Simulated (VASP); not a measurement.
# BN in VASP: further runs

BN is run at these levels: PBE; tasks: single point.

Everything below comes from runs of VASP 6.6.1. Logs are shortened: lines on timing, memory, paths and dates and some standing lists are left out, and cuts for length are marked.

### Step 1. The cell of the first run

The cell holds a slab with vacuum, 8 atoms: a = 2.563 Å, b = 3.625 Å, c = 12.822 Å, α = 90.00°, β = 90.00°, γ = 90.00°.

### Step 2. Single point, PBE

INCAR reads:

```
SYSTEM = BN
PREC = Accurate ; ENCUT = 520
EDIFF = 1E-7 ; ISMEAR = -1
SIGMA = 0.02 ; LREAL = .False.
LASPH = .True. ; NELM = 100
ALGO = Normal ; ISIF = 2
LWAVE = .False. ; LCHARG = .True.
LDIPOL = .True. ; IDIPOL = 3
DIPOL = 0.5 0.5 0.500 ; GGA = PE
LELF = .True. ; LVHAR = .True.
LVACPOTAV = .True. ; NBANDS = 26
```

KPOINTS reads:

```
Automatic mesh
0
Gamma
  12 8 1
  0 0 0
```

POSCAR reads:

```
BN
1.0
    2.5630581729      0.0000000000      0.0000000000
    0.0000000000      3.6247116293      0.0000000000
    0.0000000000      0.0000000000     12.8220000000
B N
4 4
Direct
    0.0000000000      0.8335332904      0.3683759009
    0.5000000000      0.3764761338      0.4419057576
    0.0000000000      0.8764679690      0.5580961598
    0.5000000000      0.3335278475      0.6316242923
    0.5000000000      0.6500267814      0.3509591290
    0.0000000000      0.1399764569      0.4459070975
    0.5000000000      0.6399705440      0.5540915862
    0.0000000000      0.1500209770      0.6490408710
```

Potentials or basis: VASP PAW PBE potentials, release 64 (B, N).

Command:

```
$ cat potpaw_PBE.64/B/POTCAR potpaw_PBE.64/N/POTCAR > POTCAR
$ mpirun -np 1 vasp_std > vasp.out
```

OUTCAR:

```text
SYSTEM = BN
   PREC = Accurate
   ENCUT = 520
   EDIFF = 1E-7
   ISMEAR = -1
   LREAL = .False.
   LASPH = .True.
   NELM = 100
   ISIF = 2
   GGA = PE

 ion  position               nearest neighbor table
   1  0.000  0.834  0.368-   5 1.46   5 1.46   6 1.49
   2  0.500  0.376  0.442-   5 1.53   6 1.54   6 1.54   7 1.73
   3  0.000  0.876  0.558-   8 1.53   7 1.54   7 1.54   6 1.73
   4  0.500  0.334  0.632-   8 1.46   8 1.46   7 1.49
   5  0.500  0.650  0.351-   1 1.46   1 1.46   2 1.53
   6  0.000  0.140  0.446-   1 1.49   2 1.54   2 1.54   3 1.73
   7  0.500  0.640  0.554-   4 1.49   3 1.54   3 1.54   2 1.73
   8  0.000  0.150  0.649-   4 1.46   4 1.46   3 1.53

  LATTYP: Found a simple orthorhombic cell.
 ALAT       =     2.5630581729
 B/A-ratio  =     1.4142135624
 C/A-ratio  =     5.0026176290

  Lattice vectors:

 A1 = (   2.5630581729,   0.0000000000,   0.0000000000)
 A2 = (   0.0000000000,   3.6247116293,   0.0000000000)
 A3 = (   0.0000000000,   0.0000000000,  12.8220000000)

Analysis of symmetry for initial positions (statically):
=====================================================================
 Subroutine PRICEL returns:
 Original cell was already a primitive cell.

 Routine SETGRP: Setting up the symmetry group for a
 simple orthorhombic supercell.

 Subroutine GETGRP returns: Found  2 space group operations
 (whereof  2 operations were pure point group operations)
 out of a pool of  8 trial point group operations.

The static configuration has the point symmetry C_1h.

Analysis of symmetry for dynamics (positions and initial velocities):
=====================================================================
 Subroutine PRICEL returns:
 Original cell was already a primitive cell.

 Routine SETGRP: Setting up the symmetry group for a
 simple orthorhombic supercell.

 Subroutine GETGRP returns: Found  2 space group operations
 (whereof  2 operations were pure point group operations)
 out of a pool of  8 trial point group operations.

The dynamic configuration has the point symmetry C_1h.

 Subroutine INISYM returns: Found  2 space group operations
 (whereof  2 operations are pure point group operations),
 and found     1 'primitive' translations

----------------------------------------------------------------------------------------

                                     Primitive cell

  volume of cell :     119.1208

  direct lattice vectors                    reciprocal lattice vectors
     2.563058173  0.000000000  0.000000000     0.390158917  0.000000000  0.000000000
     0.000000000  3.624711629  0.000000000     0.000000000  0.275884016  0.000000000
     0.000000000  0.000000000 12.822000000     0.000000000  0.000000000  0.077990953

  length of vectors
     2.563058173  3.624711629 12.822000000     0.390158917  0.275884016  0.077990953

  position of ions in fractional coordinates (direct lattice)
     0.000000000  0.833533290  0.368375901
     0.500000000  0.376476134  0.441905758
     0.000000000  0.876467969  0.558096160
     0.500000000  0.333527848  0.631624292
     0.500000000  0.650026781  0.350959129
     0.000000000  0.139976457  0.445907097
     0.500000000  0.639970544  0.554091586
     0.000000000  0.150020977  0.649040871

  ion indices of the primitive-cell ions
   primitive index   ion index
                 1           1
                 2           2
                 3           3
                 4           4
                 5           5
                 6           6
                 7           7
                 8           8

----------------------------------------------------------------------------------------

 KPOINTS: Automatic mesh

Automatic generation of k-mesh.
 Grid dimensions read from file:
 generate k-points for:   12    8    1

 Generating k-lattice:

  Cartesian coordinates                     Fractional coordinates (reciprocal lattice)
     0.032513243  0.000000000  0.000000000     0.083333333  0.000000000  0.000000000
     0.000000000  0.034485502  0.000000000     0.000000000  0.125000000  0.000000000
     0.000000000  0.000000000  0.077990953     0.000000000  0.000000000  1.000000000

  Length of vectors
     0.032513243  0.034485502  0.077990953

  Shift w.r.t. Gamma in fractional coordinates (k-lattice)
     0.000000000  0.000000000  0.000000000

 Subroutine IBZKPT returns following result:
 ===========================================

 Found     35 irreducible k-points:

 Following reciprocal coordinates:
            Coordinates               Weight
  0.000000  0.000000  0.000000      1.000000
  0.083333  0.000000  0.000000      2.000000
  0.166667  0.000000  0.000000      2.000000
  0.250000  0.000000  0.000000      2.000000
  0.333333  0.000000  0.000000      2.000000
  0.416667  0.000000  0.000000      2.000000
[... 16 lines left out ...]
  0.083333  0.375000  0.000000      4.000000
  0.166667  0.375000  0.000000      4.000000
 [... further k-points ...]
   k-points           NKPTS =     35   k-points in BZ     NKDIM =     35   number of bands    NBANDS=     26
   number of dos      NEDOS =    301   number of ions     NIONS =      8
   total plane-waves  NPLWV =  53760
   dimension x,y,z NGX =    20 NGY =   28 NGZ =   96
   dimension x,y,z NGXF=    40 NGYF=   56 NGZF=  192
   ions per type =               4   4
   NGX,Y,Z   is equivalent  to a cutoff of  12.97, 12.84, 12.45 a.u.
   NGXF,Y,Z  is equivalent  to a cutoff of  25.94, 25.68, 24.89 a.u.
 SYSTEM =  BN
   PREC   = accura    normal or accurate (medium, high low for compatibility)
   ISTART =      0    job   : 0-new  1-cont  2-samecut
   ICHARG =      2    charge: 1-file 2-atom 10-const
   ISPIN  =      1    spin polarized calculation?
   LNONCOLLINEAR =      F non collinear calculations
   LSORBIT =      F    spin-orbit coupling
   LASPH  =      T    aspherical Exc in radial PAW
   ENCUT  =  520.0 eV  38.22 Ry    6.18 a.u.   4.77  6.74 23.84*2*pi/ulx,y,z
   NELM   =    100;   NELMIN=  2; NELMDL= -5     # of ELM steps
   EDIFF  = 0.1E-06   stopping-criterion for ELM
   LREAL  =      F    real-space projection
   EDIFFG = 0.1E-05   stopping-criterion for IOM
   NSW    =      0    number of steps for IOM
   IBRION =     -1    ionic relax: 0-MD 1-quasi-New 2-CG
   NFREE  =      0    steps in history (QN), initial steepest desc. (CG)
   ISIF   =      2    stress and relaxation
   ISYM   =      2    0-nonsym 1-usesym 2-fastsym
   POTIM  = 0.5000    time-step for ionic-motion
   TEBEG  =    0.0;   TEEND  =   0.0 temperature during run
   PSTRESS=    0.0 pullay stress
   NELECT =      32.0000    total number of electrons
   NUPDOWN=      -1.0000    fix difference up-down
   EMIN   =  10.00;   EMAX   =-10.00  energy-range for DOS
   EFERMI =   0.00;   METHOD = LEGACY
   ISMEAR =    -1;   SIGMA  =   0.02  broadening in eV -4-tet -1-fermi 0-gaus
   EFERMI_NEDOS =   21; number of points for ismear=-14 and -15
   IALGO  =     38    algorithm
   IMIX   =      4    mixing-type and parameters
     AMIX     =   0.40;   BMIX     =  1.00
     AMIX_MAG =   1.60;   BMIX_MAG =  1.00
  volume/ion in A,a.u.               =      14.89       100.48
  Fermi-wavevector in a.u.,A,eV,Ry     =   1.056320  1.996156 15.181549  1.115812
  Thomas-Fermi vector in A             =   2.191552
   LORBIT       =      0    0 simple, 1 ext, 2 COOP (PROOUT), +10 PAW based schemes
   GGA     = PE    functional components
   LHFCALC =     F    Hartree Fock is set to
   AEXX    =    0.0000 exact exchange contribution
   IVDW    =     0    specifies the selected vdW correction
   LEPSILON=     F    determine dielectric tensor
   LRPA    =     F    only Hartree local field effects (RPA)
 non-spin polarized calculation
  energy-cutoff  :      520.00
  volume of cell :      119.12
 maximum number of plane-waves:      3227
 NGX is ok and might be reduce to    20
   NGX =  9   NGY = 13   NGZ = 47

 dipolmoment           0.000000      0.000000      0.000041 electrons x Angstroem

 number of electron      32.0000004 magnetization

 dipolmoment           0.000000      0.000000     -0.000019 electrons x Angstroem

 Free energy of the ion-electron system (eV)
  ---------------------------------------------------
  ext. energy  EPLUGINS =         0.00000000
  ---------------------------------------------------
  free energy    TOTEN  =       -66.70182937 eV

  energy without entropy =      -66.70182937  energy(sigma->0) =      -66.70182937

 E-fermi :  -0.4553     XC(G=0):  -6.3473

 val. band max:       -0.9168593373   @ k =   0.0000   0.0000   0.0000
 cond. band min:       1.6837420993   @ k =   0.5000   0.0000   0.0000
 fundamental gap:      2.6006014366
 Fermi energy:        -0.4553246423

 k-point     1 :       0.0000    0.0000    0.0000
  band No.  band energies     occupation
      1     -20.6897      2.00000
      2     -18.6850      2.00000
      3     -15.9402      2.00000
      4     -15.6354      2.00000
      5      -9.6083      2.00000
      6      -8.6777      2.00000
[... 18 lines left out ...]
     25       8.8482      0.00000
     26       9.7341      0.00000

 k-point     2 :       0.0833    0.0000    0.0000
  band No.  band energies     occupation
      1     -20.5823      2.00000
      2     -18.5902      2.00000
      3     -15.8792      2.00000
      4     -15.5987      2.00000
      5      -9.5254      2.00000
      6      -8.5980      2.00000
[... 18 lines left out ...]
     25       9.5589      0.00000
[... 608 lines left out ...]
     25       9.4981      0.00000
     26       9.8733      0.00000

 k-point    24 :       0.1667    0.3750    0.0000
  band No.  band energies     occupation
      1     -19.2227      2.00000
      2     -17.7124      2.00000
      3     -17.3184      2.00000
      4     -16.4245      2.00000
      5      -9.6910      2.00000
      6      -9.1681      2.00000
[... 18 lines left out ...]
     25       9.9216      0.00000
     26      10.0615      0.00000

 [... further k-points ...]

------------------------ aborting loop because EDIFF is reached ----------------------------------------

  FORCE on cell =-STRESS in cart. coord.  units (eV):
  Direction    XX          YY          ZZ          XY          YZ          ZX
  --------------------------------------------------------------------------------------
  -------------------------------------------------------------------------------------
  Total       -2.0426880      4.0975188     -0.0013790      0.0000000      0.0004286      0.0000000
  in kB      -27.4741918     55.1117045     -0.0185471      0.0000000      0.0057647      0.0000000
  external PRESSURE =       9.2063219 kB  Pullay stress =       0.0000000 kB

 VOLUME and BASIS-vectors are now :
 -----------------------------------------------------------------------------
  energy-cutoff  :      520.00
  volume of cell :      119.12
      direct lattice vectors                 reciprocal lattice vectors
     2.563058173  0.000000000  0.000000000     0.390158917  0.000000000  0.000000000
     0.000000000  3.624711629  0.000000000     0.000000000  0.275884016  0.000000000
     0.000000000  0.000000000 12.822000000     0.000000000  0.000000000  0.077990953

 POSITION                                       TOTAL-FORCE (eV/Angst)
 -----------------------------------------------------------------------------------
      0.00000      3.02132      4.72332         0.000000      0.002420     -0.031082
      1.28153      1.36462      5.66612         0.000000     -0.005816      0.010593
      0.00000      3.17694      7.15591         0.000000     -0.005413     -0.011356
      1.28153      1.20894      8.09869         0.000000      0.002384      0.030859
      1.28153      2.35616      4.50000         0.000000      0.004971     -0.003287
      0.00000      0.50737      5.71742         0.000000     -0.001827      0.017914
      1.28153      2.31971      7.10456         0.000000     -0.001767     -0.017159
      0.00000      0.54378      8.32200         0.000000      0.005048      0.003519
 -----------------------------------------------------------------------------------
    total drift:                                0.000000     -0.000085      0.000001

  FREE ENERGIE OF THE ION-ELECTRON SYSTEM (eV)
  ---------------------------------------------------
  free  energy   TOTEN  =       -66.7018293671 eV

  energy  without entropy=      -66.7018293671  energy(sigma->0) =      -66.70182937

 vacuum level on the upper side and lower side of the slab         5.550         5.551
```

Wall time 78 s (1 thread of Intel Xeon 6975P-C (Granite Rapids), shared host); peak memory 0.25 GiB.

What came out:

| Property | Result |
| --- | --- |
| Free energy | -66.7018 eV |
| Largest force | 0.031 eV/Å |
| Band gap on the k mesh | 2.60 eV (least direct gap 3.40 eV) |

Forces on the atoms (eV/Å):
```
B    0.000  0.002 -0.031
B    0.000 -0.006  0.011
B    0.000 -0.005 -0.011
B    0.000  0.002  0.031
N    0.000  0.005 -0.003
N    0.000 -0.002  0.018
N    0.000 -0.002 -0.017
N    0.000  0.005  0.004
```

### Step 3. Single point, PBE

This run uses another cell than the first one.

INCAR reads:

```
SYSTEM = BN
PREC     = Accurate       ! precision mode
ENCUT    = 520            ! plane-wave cutoff, eV
EDIFF    = 1E-7           ! SCF threshold, eV
ISMEAR   = -1             ! smearing method
SIGMA    = 0.02           ! smearing width, eV
LREAL    = .False.        ! projectors in reciprocal space
LASPH    = .True.         ! aspherical terms in the spheres
NELM     = 80             ! most SCF steps
ALGO     = Normal         ! electronic algorithm
ISIF     = 2              ! what is computed and relaxed
LWAVE    = .False.        ! write WAVECAR
LCHARG   = .False.        ! write CHGCAR
LDIPOL   = .True.       
IDIPOL   = 3            
DIPOL    = 0.5 0.5 0.500
GGA      = PE             ! functional
NBANDS   = 26             ! bands
```

KPOINTS is that of step 2.

POSCAR reads:

```
BN
1.0
    2.5630581729      0.0000000000      0.0000000000
    0.0000000000      3.6247116293      0.0000000000
    0.0000000000      0.0000000000     19.8446000000
B N
4 4
Direct
    0.0000000000      0.8750000000      0.4031326593
    0.5000000000      0.3750000000      0.4677108862
    0.0000000000      0.8750000000      0.5322891134
    0.5000000000      0.3750000000      0.5968673407
    0.5000000000      0.6250000000      0.4031326593
    0.0000000000      0.1250000000      0.4677108862
    0.5000000000      0.6250000000      0.5322891134
    0.0000000000      0.1250000000      0.5968673407
```

Potentials or basis: VASP PAW PBE potentials, release 64 (B, N).

Command:

```
$ cat potpaw_PBE.64/B/POTCAR potpaw_PBE.64/N/POTCAR > POTCAR
$ mpirun -np 1 vasp_std > vasp.out
```

OUTCAR:

```text
SYSTEM = BN
   PREC = Accurate
   ENCUT = 520
   EDIFF = 1E-7
   ISMEAR = -1
   LREAL = .False.
   LASPH = .True.
   NELM = 80
   ISIF = 2
   GGA = PE

 ion  position               nearest neighbor table
   1  0.000  0.875  0.403-   6 1.57   5 1.57   5 1.57
   2  0.500  0.375  0.468-   5 1.57   6 1.57   6 1.57   7 1.57
   3  0.000  0.875  0.532-   7 1.57   7 1.57   6 1.57   8 1.57
   4  0.500  0.375  0.597-   8 1.57   8 1.57   7 1.57
   5  0.500  0.625  0.403-   2 1.57   1 1.57   1 1.57
   6  0.000  0.125  0.468-   1 1.57   2 1.57   2 1.57   3 1.57
   7  0.500  0.625  0.532-   3 1.57   3 1.57   2 1.57   4 1.57
   8  0.000  0.125  0.597-   4 1.57   4 1.57   3 1.57

  LATTYP: Found a simple orthorhombic cell.
 ALAT       =     2.5630581729
 B/A-ratio  =     1.4142135624
 C/A-ratio  =     7.7425476370

  Lattice vectors:

 A1 = (   2.5630581729,   0.0000000000,   0.0000000000)
 A2 = (   0.0000000000,   3.6247116293,   0.0000000000)
 A3 = (   0.0000000000,   0.0000000000,  19.8446000000)

Analysis of symmetry for initial positions (statically):
[... 202 lines left out ...]
      5     -10.7677      2.00000
      6      -9.8960      2.00000
[... 685 lines left out ...]
     25       7.4784      0.00000
     26       7.6620      0.00000

 [... further k-points ...]

------------------------ aborting loop because EDIFF is reached ----------------------------------------

 vacuum level on the upper side and lower side of the slab       (xc-potential included)        -0.067        -0.067

  FORCE on cell =-STRESS in cart. coord.  units (eV):
  Direction    XX          YY          ZZ          XY          YZ          ZX
  --------------------------------------------------------------------------------------
  -------------------------------------------------------------------------------------
  Total       -5.2631191     -7.4168614     -4.7289198      0.0000000      0.0000000      0.0000000
  in kB      -45.7382461    -64.4549788    -41.0958774      0.0000000      0.0000000      0.0000000
  external PRESSURE =     -50.4297007 kB  Pullay stress =       0.0000000 kB

 VOLUME and BASIS-vectors are now :
 -----------------------------------------------------------------------------
  energy-cutoff  :      520.00
  volume of cell :      184.36
      direct lattice vectors                 reciprocal lattice vectors
     2.563058173  0.000000000  0.000000000     0.390158917  0.000000000  0.000000000
     0.000000000  3.624711629  0.000000000     0.000000000  0.275884016  0.000000000
     0.000000000  0.000000000 19.844600000     0.000000000  0.000000000  0.050391542

 POSITION                                       TOTAL-FORCE (eV/Angst)
 -----------------------------------------------------------------------------------
      0.00000      3.17162      8.00001         0.000000     -4.827465      3.853782
      1.28153      1.35927      9.28154         0.000000     -0.109772     -0.818818
      0.00000      3.17162     10.56306         0.000000     -0.109772      0.818818
      1.28153      1.35927     11.84459         0.000000     -4.827465     -3.853782
      1.28153      2.26544      8.00001         0.000000      3.643127     -1.786626
      0.00000      0.45309      9.28154         0.000000      1.294110     -1.751450
      1.28153      2.26544     10.56306         0.000000      1.294110      1.751450
      0.00000      0.45309     11.84459         0.000000      3.643127      1.786626
 -----------------------------------------------------------------------------------
    total drift:                                0.000000     -0.000007      0.000013

  FREE ENERGIE OF THE ION-ELECTRON SYSTEM (eV)
  ---------------------------------------------------
  free  energy   TOTEN  =       -64.4778196545 eV

  energy  without entropy=      -64.4778196545  energy(sigma->0) =      -64.47781965

 vacuum level on the upper side and lower side of the slab         3.392         3.392
```

OSZICAR:

```text
N       E                     dE             d eps       ncg     rms          rms(c)
DAV:   1     0.245738967471E+03    0.24574E+03   -0.13467E+04  1820   0.101E+03
DAV:   2    -0.399507573980E+02   -0.28569E+03   -0.26509E+03  2694   0.246E+02
DAV:   3    -0.695237494263E+02   -0.29573E+02   -0.29201E+02  2398   0.885E+01
[... 18 lines left out ...]
DAV:  22    -0.644778180290E+02   -0.39797E-05   -0.26225E-07  1858   0.284E-03    0.423E-04
DAV:  23    -0.644778191501E+02   -0.11211E-05   -0.36826E-08  1628   0.144E-03    0.258E-04
DAV:  24    -0.644778195223E+02   -0.37221E-06   -0.16470E-08  1448   0.607E-04    0.714E-05
DAV:  25    -0.644778196267E+02   -0.10440E-06   -0.54341E-09  1606   0.304E-04    0.438E-05
DAV:  26    -0.644778196545E+02   -0.27814E-07   -0.15500E-09  1518   0.148E-04
   1 F= -.64477820E+02 E0= -.64477820E+02  d E =-.444987E-12
```

It took 2.8 min on 1 thread of Intel Xeon 6975P-C (Granite Rapids), shared host; peak memory 0.33 GiB.

What came out:

- Free energy: -64.4778 eV
- Largest force: 6.177 eV/Å
- Band gap on the k mesh: 1.92 eV (least direct gap 2.17 eV)

Forces in eV/Å, atoms in the order of the input:
```
B    0.000 -4.827  3.854
B    0.000 -0.110 -0.819
B    0.000 -0.110  0.819
B    0.000 -4.827 -3.854
N    0.000  3.643 -1.787
N    0.000  1.294 -1.751
N    0.000  1.294  1.751
N    0.000  3.643  1.787
```
